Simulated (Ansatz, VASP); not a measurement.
## Ta in VASP and in Ansatz

INCAR

```
SYSTEM = Ta
  PREC = Accurate
  ENCUT = 520
  EDIFF = 1E-7
  ISMEAR = -1
  SIGMA = 0.08
  LREAL = .FALSE.
  LASPH = .TRUE.
  NELM = 60
  ALGO = Normal
  ISIF = 2
  LWAVE = .FALSE.
  LCHARG = .FALSE.
  LDIPOL = .TRUE.
  IDIPOL = 3
  DIPOL = 0.5 0.5 0.500
  GGA = PE
  NBANDS = 36
```

KPOINTS

```
regular mesh
0
G
  9 9 1
  0 0 0
```

Contents of POSCAR:

```
Ta
1.0
    4.6945593029      0.0000000000      0.0000000000
   -2.3472796515      4.0656076159      0.0000000000
    0.0000000000      0.0000000000     19.8331000000
Ta
5
Direct
    0.8333333330      0.1666666670      0.4033663014
    0.1666666670      0.8333333330      0.4516831505
    0.5000000000      0.5000000000      0.5000000000
    0.8333333330      0.1666666670      0.5483168495
    0.1666666670      0.8333333330      0.5966336986
```

Input for Ansatz:

```yaml
crystal:
  lattice:
    - [4.6945593029, 0.0, 0.0]
    - [-2.3472796515, 4.0656076159, 0.0]
    - [0.0, 0.0, 19.8331]
  atoms:
    - { symbol: Ta, position: [0.833333333, 0.166666667, 0.4033663014] }
    - { symbol: Ta, position: [0.166666667, 0.833333333, 0.4516831505] }
    - { symbol: Ta, position: [0.5, 0.5, 0.5] }
    - { symbol: Ta, position: [0.833333333, 0.166666667, 0.5483168495] }
    - { symbol: Ta, position: [0.166666667, 0.833333333, 0.5966336986] }
kpoints:
  mp_grid: { grid: [9, 9, 1] }
scf:
  occupations: { method: fermi_dirac, width: 0.08 }
hamiltonian:
  xc: pbe
  pseudopotentials: { kind: paw }
output:
  forces: true
  stress: true
  eigenvalues: true
  populations: true
efield:
  axis: 3
  amplitude: 0
  dipole_correction: true
```

Alike in both runs: task single point; functional PBE; k mesh 9 × 9 × 1; occupations fermi-dirac, width 0.08 eV; no spin polarisation.

|  | VASP | Ansatz |
| --- | --- | --- |
| version | VASP 6.6.1 | Ansatz 0.2.0 |
| potentials or method | VASP PAW PBE potentials, release 64 (Ta_pv) | PAW with Ansatz's default frozen-core files, scalar-relativistic |
| plane-wave cutoff (eV) | 520 | 420 |
| valence electrons in the cell | 55 | 65 |

```csv
,VASP,Ansatz,Ansatz less VASP
rms of the force components (eV/Å),0.975,0.973,-0.0029
```

Atom by atom the forces differ by 0.003 eV/Å (rms over components). VASP's potentials hold 55 valence electrons a cell and Ansatz's 65, so a difference there can come from the potentials and not from the codes.

Neither program's run includes spin-orbit coupling.
